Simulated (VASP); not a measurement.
# ZrC in VASP: notebook

Runs on ZrC. Level: r2SCAN. Tasks: single point.

Everything below comes from runs of VASP 6.6.1. Logs are shortened: lines on timing, memory, paths and dates and some standing lists are left out, and cuts for length are marked.

### Step 1. The cell of the first run

Symmetry: Pm-3m, No. 221, cubic system. The conventional cell has a = 2.916 Å, b = 2.916 Å, c = 2.916 Å, α = 90.00°, β = 90.00°, γ = 90.00°. Within 3.3 Å of Zr (site symmetry m-3m) lie 8 C at 2.53 Å and 6 Zr at 2.92 Å. C (site symmetry m-3m) has 8 Zr at 2.53 Å and 6 C at 2.92 Å within 3.3 Å.

### Step 2. Single point, r2SCAN

POSCAR

```
ZrC
1.0
    2.9161228722      0.0000000000      0.0000000000
    0.0000000000      2.9161228722      0.0000000000
    0.0000000000      0.0000000000      2.9161228722
Zr C
1 1
Direct
    0.0000000000      0.0000000000      0.0000000000
    0.5000000000      0.5000000000      0.5000000000
```

INCAR.step1

```
SYSTEM = ZrC
  PREC = Accurate
  ENCUT = 660
  ISMEAR = 0
  SIGMA = 0.05
  LREAL = .FALSE.
  LASPH = .TRUE.
  NELM = 120
  NBANDS = 15
  GGA = PE
  ALGO = Normal
  EDIFF = 1E-5
  LWAVE = .TRUE.
  LCHARG = .FALSE.
  GGA_COMPAT = .FALSE.
```

INCAR.step2

```
SYSTEM = ZrC
  PREC = Accurate
  ENCUT = 660
  EDIFF = 1E-6
  ISMEAR = 0
  SIGMA = 0.05
  LREAL = .FALSE.
  LASPH = .TRUE.
  NELM = 120
  ALGO = Normal
  ISIF = 2
  LWAVE = .FALSE.
  LCHARG = .FALSE.
  METAGGA = R2SCAN
  LMIXTAU = .TRUE.
  NBANDS = 15
  ISTART = 1
  GGA_COMPAT = .FALSE.
```

KPOINTS

```
Automatic mesh
0
G
  12 12 12
  0 0 0
```

Potentials or basis: VASP PAW PBE potentials, release 64 (Zr_sv, C).

Started as:

```bash
> cat potpaw_PBE.64/Zr_sv/POTCAR potpaw_PBE.64/C/POTCAR > POTCAR
> cp INCAR.step1 INCAR
> mpirun -np 1 vasp_std > vasp.out
> cp INCAR.step2 INCAR
> mpirun -np 1 vasp_std > vasp.out
```

OUTCAR:

```text
SYSTEM = ZrC
   PREC = Accurate
   ENCUT = 660
   EDIFF = 1E-6
   ISMEAR = 0
   LREAL = .FALSE.
   LASPH = .TRUE.
   NELM = 120
   ISIF = 2
   METAGGA = R2SCAN
   ISTART = 1

 ion  position               nearest neighbor table
   1  0.000  0.000  0.000-   2 2.53   2 2.53   2 2.53   2 2.53   2 2.53   2 2.53   2 2.53   2 2.53

   2  0.500  0.500  0.500-   1 2.53   1 2.53   1 2.53   1 2.53   1 2.53   1 2.53   1 2.53   1 2.53

  LATTYP: Found a simple cubic cell.
 ALAT       =     2.9161228722

  Lattice vectors:

 A1 = (   2.9161228722,   0.0000000000,   0.0000000000)
 A2 = (   0.0000000000,   2.9161228722,   0.0000000000)
 A3 = (   0.0000000000,   0.0000000000,   2.9161228722)

Analysis of symmetry for initial positions (statically):
=====================================================================
 Subroutine PRICEL returns:
 Original cell was already a primitive cell.

 Routine SETGRP: Setting up the symmetry group for a
 simple cubic supercell.

 Subroutine GETGRP returns: Found 48 space group operations
 (whereof 48 operations were pure point group operations)
 out of a pool of 48 trial point group operations.

The static configuration has the point symmetry O_h .

Analysis of symmetry for dynamics (positions and initial velocities):
=====================================================================
 Subroutine PRICEL returns:
 Original cell was already a primitive cell.

 Routine SETGRP: Setting up the symmetry group for a
 simple cubic supercell.

 Subroutine GETGRP returns: Found 48 space group operations
 (whereof 48 operations were pure point group operations)
 out of a pool of 48 trial point group operations.

The dynamic configuration has the point symmetry O_h .

 Subroutine INISYM returns: Found 48 space group operations
 (whereof 48 operations are pure point group operations),
 and found     1 'primitive' translations

----------------------------------------------------------------------------------------

                                     Primitive cell

  volume of cell :      24.7980

  direct lattice vectors                    reciprocal lattice vectors
     2.916122872  0.000000000  0.000000000     0.342921078  0.000000000  0.000000000
     0.000000000  2.916122872  0.000000000     0.000000000  0.342921078  0.000000000
     0.000000000  0.000000000  2.916122872     0.000000000  0.000000000  0.342921078

  length of vectors
     2.916122872  2.916122872  2.916122872     0.342921078  0.342921078  0.342921078

  position of ions in fractional coordinates (direct lattice)
     0.000000000  0.000000000  0.000000000
     0.500000000  0.500000000  0.500000000

  ion indices of the primitive-cell ions
   primitive index   ion index
                 1           1
                 2           2

----------------------------------------------------------------------------------------

 KPOINTS: Automatic mesh

Automatic generation of k-mesh.
 Grid dimensions read from file:
 generate k-points for:   12   12   12

 Generating k-lattice:

  Cartesian coordinates                     Fractional coordinates (reciprocal lattice)
     0.028576757  0.000000000  0.000000000     0.083333333  0.000000000  0.000000000
     0.000000000  0.028576757  0.000000000     0.000000000  0.083333333  0.000000000
     0.000000000  0.000000000  0.028576757     0.000000000  0.000000000  0.083333333

  Length of vectors
     0.028576757  0.028576757  0.028576757

  Shift w.r.t. Gamma in fractional coordinates (k-lattice)
     0.000000000  0.000000000  0.000000000

 Subroutine IBZKPT returns following result:
 ===========================================

 Found     84 irreducible k-points:

 Following reciprocal coordinates:
            Coordinates               Weight
  0.000000  0.000000  0.000000      1.000000
  0.083333  0.000000  0.000000      6.000000
  0.166667  0.000000  0.000000      6.000000
  0.250000  0.000000  0.000000      6.000000
  0.333333  0.000000  0.000000      6.000000
  0.416667  0.000000  0.000000      6.000000
[... 16 lines left out ...]
  0.333333  0.333333  0.000000     12.000000
  0.416667  0.333333  0.000000     24.000000
 [... further k-points ...]
   k-points           NKPTS =     84   k-points in BZ     NKDIM =     84   number of bands    NBANDS=     15
   number of dos      NEDOS =    301   number of ions     NIONS =      2
   total plane-waves  NPLWV =  13824
   dimension x,y,z NGX =    24 NGY =   24 NGZ =   24
   dimension x,y,z NGXF=    48 NGYF=   48 NGZF=   48
   ions per type =               1   1
   NGX,Y,Z   is equivalent  to a cutoff of  13.68, 13.68, 13.68 a.u.
   NGXF,Y,Z  is equivalent  to a cutoff of  27.36, 27.36, 27.36 a.u.
 SYSTEM =  ZrC
   PREC   = accura    normal or accurate (medium, high low for compatibility)
   ISTART =      1    job   : 0-new  1-cont  2-samecut
   ICHARG =      0    charge: 1-file 2-atom 10-const
   ISPIN  =      1    spin polarized calculation?
   LNONCOLLINEAR =      F non collinear calculations
   LSORBIT =      F    spin-orbit coupling
   LASPH  =      T    aspherical Exc in radial PAW
   ENCUT  =  660.0 eV  48.51 Ry    6.96 a.u.   6.11  6.11  6.11*2*pi/ulx,y,z
   NELM   =    120;   NELMIN=  2; NELMDL=  0     # of ELM steps
   EDIFF  = 0.1E-05   stopping-criterion for ELM
   LREAL  =      F    real-space projection
   EDIFFG = 0.1E-04   stopping-criterion for IOM
   NSW    =      0    number of steps for IOM
   IBRION =     -1    ionic relax: 0-MD 1-quasi-New 2-CG
   NFREE  =      0    steps in history (QN), initial steepest desc. (CG)
   ISIF   =      2    stress and relaxation
   ISYM   =      2    0-nonsym 1-usesym 2-fastsym
   POTIM  = 0.5000    time-step for ionic-motion
   TEBEG  =    0.0;   TEEND  =   0.0 temperature during run
   PSTRESS=    0.0 pullay stress
   NELECT =      16.0000    total number of electrons
   NUPDOWN=      -1.0000    fix difference up-down
   EMIN   =  10.00;   EMAX   =-10.00  energy-range for DOS
   EFERMI =   0.00;   METHOD = LEGACY
   ISMEAR =     0;   SIGMA  =   0.05  broadening in eV -4-tet -1-fermi 0-gaus
   EFERMI_NEDOS =   21; number of points for ismear=-14 and -15
   IALGO  =     38    algorithm
   IMIX   =      4    mixing-type and parameters
     AMIX     =   0.40;   BMIX     =  1.00
     AMIX_MAG =   1.60;   BMIX_MAG =  1.00
  volume/ion in A,a.u.               =      12.40        83.67
  Fermi-wavevector in a.u.,A,eV,Ry     =   1.414628  2.673260 27.227614  2.001173
  Thomas-Fermi vector in A             =   2.536151
   LORBIT       =      0    0 simple, 1 ext, 2 COOP (PROOUT), +10 PAW based schemes
   METAGGA = R2SCAN    functional components
   LHFCALC =     F    Hartree Fock is set to
   AEXX    =    0.0000 exact exchange contribution
   IVDW    =     0    specifies the selected vdW correction
   LEPSILON=     F    determine dielectric tensor
   LRPA    =     F    only Hartree local field effects (RPA)
 non-spin polarized calculation
 Gauss-broadening in eV      SIGMA  =   0.05
  energy-cutoff  :      660.00
  volume of cell :       24.80
 maximum number of plane-waves:       976
   NGX = 13   NGY = 13   NGZ = 13

 number of electron      16.0000000 magnetization

 Free energy of the ion-electron system (eV)
  ---------------------------------------------------
  ext. energy  EPLUGINS =         0.00000000
  ---------------------------------------------------
  free energy    TOTEN  =       -32.07305719 eV

  energy without entropy =      -32.07018470  energy(sigma->0) =      -32.07162094

 E-fermi :  10.5734     XC(G=0): -13.3269

 val. band max:       10.5641238932   @ k =   0.0833   0.0833   0.0833
 cond. band min:      10.5999498859   @ k =   0.5000   0.3333   0.1667
 fundamental gap:      0.0358259927
 Fermi energy:        10.5734498275

 k-point     1 :       0.0000    0.0000    0.0000
  band No.  band energies     occupation
      1     -39.8893      2.00000
      2     -16.6470      2.00000
      3     -16.6470      2.00000
      4     -16.6470      2.00000
      5      -2.0354      2.00000
      6       8.6380      2.00000
      7       8.6380      2.00000
      8      11.8133      0.00000
      9      11.8133      0.00000
     10      11.8133      0.00000
     11      15.9899      0.00000
     12      15.9899      0.00000
     13      15.9899      0.00000
     14      19.3343      0.00000
     15      28.0991      0.00000

 k-point     2 :       0.0833    0.0000    0.0000
  band No.  band energies     occupation
      1     -39.8793      2.00000
      2     -16.7435      2.00000
      3     -16.6382      2.00000
      4     -16.6382      2.00000
      5      -1.8945      2.00000
      6       8.5840      2.00000
      7       8.7008      2.00000
      8      11.5899      0.00000
      9      11.5899      0.00000
     10      11.7569      0.00000
     11      16.0205      0.00000
     12      16.1953      0.00000
     13      16.1953      0.00000
     14      19.6433      0.00000
     15      26.9429      0.00000

 k-point     3 :       0.1667    0.0000    0.0000
  band No.  band energies     occupation
      1     -39.8521      2.00000
      2     -16.9999      2.00000
      3     -16.6140      2.00000
      4     -16.6140      2.00000
      5      -1.4962      2.00000
      6       8.1523      2.00000
      7       8.8793      2.00000
      8      11.0575      0.00000
      9      11.0575      0.00000
     10      12.0398      0.00000
     11      16.1053      0.00000
     12      16.6990      0.00000
     13      16.6990      0.00000
     14      20.3503      0.00000
     15      25.0746      0.00000
[... 343 lines left out ...]
 k-point    23 :       0.3333    0.3333    0.0000
  band No.  band energies     occupation
      1     -39.6687      2.00000
      2     -17.5084      2.00000
      3     -17.4529      2.00000
      4     -16.4585      2.00000
      5       0.1288      2.00000
      6       6.7844      2.00000
      7       8.3557      2.00000
      8      10.7941      0.00000
      9      11.0279      0.00000
     10      13.8983      0.00000
     11      15.8025      0.00000
     12      15.9088      0.00000
     13      16.5418      0.00000
     14      21.7833      0.00000
     15      26.9007      0.00000

 k-point    24 :       0.4167    0.3333    0.0000
  band No.  band energies     occupation
      1     -39.6419      2.00000
      2     -17.6930      2.00000
      3     -17.4360      2.00000
      4     -16.4366      2.00000
      5       0.1595      2.00000
      6       6.8918      2.00000
      7       8.3378      2.00000
      8      10.8882      0.00000
      9      10.9814      0.00000
     10      13.8386      0.00000
     11      15.7519      0.00000
     12      15.7639      0.00000
     13      16.6308      0.00000
     14      22.1846      0.00000
     15      26.2194      0.00000

 [... further k-points ...]
[... 5 lines left out ...]
  --------------------------------------------------------------------------------------
  -------------------------------------------------------------------------------------
  Total        0.0034872      0.0034872      0.0034872     -0.0000000     -0.0000000     -0.0000000
  in kB        0.2253060      0.2253060      0.2253060     -0.0000000     -0.0000000     -0.0000000
  external PRESSURE =       0.2253060 kB  Pullay stress =       0.0000000 kB

 VOLUME and BASIS-vectors are now :
 -----------------------------------------------------------------------------
  energy-cutoff  :      660.00
  volume of cell :       24.80
      direct lattice vectors                 reciprocal lattice vectors
     2.916122872  0.000000000  0.000000000     0.342921078  0.000000000  0.000000000
     0.000000000  2.916122872  0.000000000     0.000000000  0.342921078  0.000000000
     0.000000000  0.000000000  2.916122872     0.000000000  0.000000000  0.342921078

 POSITION                                       TOTAL-FORCE (eV/Angst)
 -----------------------------------------------------------------------------------
      0.00000      0.00000      0.00000         0.000000      0.000000      0.000000
      1.45806      1.45806      1.45806         0.000000      0.000000      0.000000
 -----------------------------------------------------------------------------------
    total drift:                                0.000000      0.000000     -0.000000

  FREE ENERGIE OF THE ION-ELECTRON SYSTEM (eV)
  ---------------------------------------------------
  free  energy   TOTEN  =       -32.0730571866 eV

  energy  without entropy=      -32.0701846994  energy(sigma->0) =      -32.07162094
```

It took 2.5 min on 1 thread of Intel Xeon 8259CL, shared host; peak memory 0.18 GiB.

Results:

| Property | Result |
| --- | --- |
| Free energy | -32.0731 eV |
| Pressure | 0.0 GPa |
| Band gap on the k mesh | zero (bands 8 and 9 overlap by 2.15 eV) |

Caveat: the PAW data sets were made with another functional, which shifts forces and pressure a little.

### Step 3. Single point, r2SCAN (12.65 Å³/atom)

This run uses another cell than the first one, of 12.65 Å³/atom.

POSCAR

```
ZrC
1.0
    2.9354355070      0.0000000000      0.0000000000
    0.0000000000      2.9354355070      0.0000000000
    0.0000000000      0.0000000000      2.9354355070
Zr C
1 1
Direct
    0.0000000000      0.0000000000      0.0000000000
    0.5000000000      0.5000000000      0.5000000000
```

INCAR.step1

```
SYSTEM = ZrC
ALGO = Normal ; EDIFF = 1E-5
ENCUT = 660 ; GGA = PE
GGA_COMPAT = .False. ; ISMEAR = 0
LASPH = .True. ; LCHARG = .False.
LREAL = .False. ; LWAVE = .True.
NBANDS = 15 ; NELM = 120
PREC = Accurate ; SIGMA = 0.05
```

INCAR.step2

```
SYSTEM = ZrC
ALGO = Normal ; EDIFF = 1E-6
ENCUT = 660 ; GGA_COMPAT = .False.
ISIF = 2 ; ISMEAR = 0
ISTART = 1 ; LASPH = .True.
LCHARG = .False. ; LMIXTAU = .True.
LREAL = .False. ; LWAVE = .False.
METAGGA = R2SCAN ; NBANDS = 15
NELM = 120 ; PREC = Accurate
SIGMA = 0.05
```

KPOINTS

```
k-points
0
Gamma
  12 12 12
  0 0 0
```

Potentials or basis: VASP PAW PBE potentials, release 64 (Zr_sv, C).

Started as:

```bash
> cat potpaw_PBE.64/Zr_sv/POTCAR potpaw_PBE.64/C/POTCAR > POTCAR
> cp INCAR.step1 INCAR
> mpirun -np 1 vasp_std > vasp.out
> cp INCAR.step2 INCAR
> mpirun -np 1 vasp_std > vasp.out
```

It took 5.1 min on 1 thread of Intel Xeon 8259CL, shared host; peak memory 0.2 GiB.

It converged, with:

```
Free energy            : -32.0677 eV
Pressure               : -3.8 GPa
Band gap on the k mesh : zero (bands 8 and 9 overlap by 2.10 eV)
```

Levels at points of the mesh, in eV from the Fermi level:
| k point | band 4 | band 5 | band 6 | band 7 | band 8 | band 9 | band 10 | band 11 | band 12 | band 13 |
| --- | --- | --- | --- | --- | --- | --- | --- | --- | --- | --- |
| (0.00, 0.00, 0.00) | -27.29 | -12.52 | -1.88 | -1.88 | 1.22 | 1.22 | 1.22 | 5.30 | 5.30 | 5.30 |
| (0.50, 0.00, 0.00) | -27.17 | -9.80 | -5.81 | -1.09 | -1.09 | -0.79 | 5.77 | 6.15 | 7.88 | 7.88 |
| (0.50, 0.50, 0.00) | -27.06 | -10.54 | -2.37 | -2.37 | -0.50 | 1.99 | 2.73 | 2.73 | 4.30 | 7.41 |
| (0.50, 0.50, 0.50) | -28.09 | -7.93 | -5.50 | -5.50 | -5.50 | 7.62 | 7.62 | 8.93 | 8.93 | 8.93 |

Caveat: the cell stands under tension; the PAW data sets were made with another functional, which shifts forces and pressure a little.

### Step 4. Single point, r2SCAN (12.89 Å³/atom)

This run uses another cell than the first one, of 12.89 Å³/atom.

POSCAR

```
ZrC
1.0
    2.9544973107      0.0000000000      0.0000000000
    0.0000000000      2.9544973107      0.0000000000
    0.0000000000      0.0000000000      2.9544973107
Zr C
1 1
Direct
    0.0000000000      0.0000000000      0.0000000000
    0.5000000000      0.5000000000      0.5000000000
```

INCAR.step1

```
SYSTEM = ZrC
PREC = Accurate
ENCUT = 660
ISMEAR = 0
SIGMA = 0.05
LREAL = .FALSE.
LASPH = .TRUE.
NELM = 120
NBANDS = 15
GGA = PE
ALGO = Normal
EDIFF = 1E-5
LWAVE = .TRUE.
LCHARG = .FALSE.
GGA_COMPAT = .FALSE.
```

INCAR.step2

```
SYSTEM = ZrC
PREC = Accurate
ENCUT = 660
EDIFF = 1E-6
ISMEAR = 0
SIGMA = 0.05
LREAL = .FALSE.
LASPH = .TRUE.
NELM = 120
ALGO = Normal
ISIF = 2
LWAVE = .FALSE.
LCHARG = .TRUE.
METAGGA = R2SCAN
LMIXTAU = .TRUE.
LELF = .TRUE.
LVHAR = .TRUE.
NBANDS = 15
ISTART = 1
GGA_COMPAT = .FALSE.
```

KPOINTS

```
regular mesh
0
G
  12 12 12
  0 0 0
```

Started as:

```bash
> cat potpaw_PBE.64/Zr_sv/POTCAR potpaw_PBE.64/C/POTCAR > POTCAR
> cp INCAR.step1 INCAR
> mpirun -np 1 vasp_std > vasp.out
> cp INCAR.step2 INCAR
> mpirun -np 1 vasp_std > vasp.out
```

Wall time 4.9 min (1 thread of Intel Xeon 8259CL, shared host); peak memory 0.2 GiB.

It converged, with:

```yaml
Free_energy: -32.0510 eV
Pressure: -7.3 GPa
Band_gap_on_the_k_mesh: zero (bands 8 and 9 overlap by 2.05 eV)
```

Levels at points of the mesh, in eV from the Fermi level:
```
           k point  band 6  band 7  band 8  band 9  band 10  band 11
(0.00, 0.00, 0.00)   -1.82   -1.82    1.19    1.19     1.19     5.18
(0.50, 0.00, 0.00)   -5.74   -1.06   -1.06   -0.77     5.64     6.01
(0.50, 0.50, 0.00)   -2.37   -2.37   -0.50    1.97     2.69     2.69
(0.50, 0.50, 0.50)   -5.38   -5.38   -5.38    7.44     7.44     8.74
```

Caveat: the cell stands under tension; the PAW data sets were made with another functional, which shifts forces and pressure a little.

### Step 5. Single point, r2SCAN (13.27 Å³/atom)

This run uses another cell than the first one, of 13.27 Å³/atom.

POSCAR

```
ZrC
1.0
    2.9826370739      0.0000000000      0.0000000000
    0.0000000000      2.9826370739      0.0000000000
    0.0000000000      0.0000000000      2.9826370739
Zr C
1 1
Direct
    0.0000000000      0.0000000000      0.0000000000
    0.5000000000      0.5000000000      0.5000000000
```

INCAR.step1

```
PREC = Accurate
ENCUT = 660
ISMEAR = 0
SIGMA = 0.05
LREAL = F
LASPH = T
NELM = 120
NBANDS = 15
GGA = PE
ALGO = Normal
EDIFF = 1E-5
LWAVE = T
LCHARG = F
GGA_COMPAT = F
```

INCAR.step2

```
PREC = Accurate
ENCUT = 660
EDIFF = 1E-6
ISMEAR = 0
SIGMA = 0.05
LREAL = F
LASPH = T
NELM = 120
ALGO = Normal
ISIF = 2
LWAVE = F
LCHARG = F
METAGGA = R2SCAN
LMIXTAU = T
NBANDS = 15
ISTART = 1
GGA_COMPAT = F
```

KPOINTS

```
regular mesh
0
Gamma
  12 12 12
```

Started as:

```bash
> cat potpaw_PBE.64/Zr_sv/POTCAR potpaw_PBE.64/C/POTCAR > POTCAR
> cp INCAR.step1 INCAR
> mpirun -np 1 vasp_std > vasp.out
> cp INCAR.step2 INCAR
> mpirun -np 1 vasp_std > vasp.out
```

Run time: 4.5 min. Hardware: 1 thread of Intel Xeon 8259CL, shared host; peak memory 0.2 GiB.

Results (log left out):

- Free energy: -32.0070 eV
- Pressure: -11.8 GPa
- Band gap on the k mesh: zero (bands 8 and 9 overlap by 1.97 eV)

Levels at points of the mesh, in eV from the Fermi level:
| k point | band 5 | band 6 | band 7 | band 8 | band 9 | band 10 | band 11 | band 12 |
| --- | --- | --- | --- | --- | --- | --- | --- | --- |
| (0.00, 0.00, 0.00) | -12.30 | -1.75 | -1.75 | 1.16 | 1.16 | 1.16 | 5.02 | 5.02 |
| (0.50, 0.00, 0.00) | -9.78 | -5.64 | -1.01 | -1.01 | -0.73 | 5.45 | 5.82 | 7.48 |
| (0.50, 0.50, 0.00) | -10.32 | -2.35 | -2.35 | -0.51 | 1.95 | 2.63 | 2.63 | 3.96 |
| (0.50, 0.50, 0.50) | -7.93 | -5.20 | -5.20 | -5.20 | 7.17 | 7.17 | 8.46 | 8.46 |

Caveat: the cell stands under tension; the PAW data sets were made with another functional, which shifts forces and pressure a little.

[end of part 1 of 2]
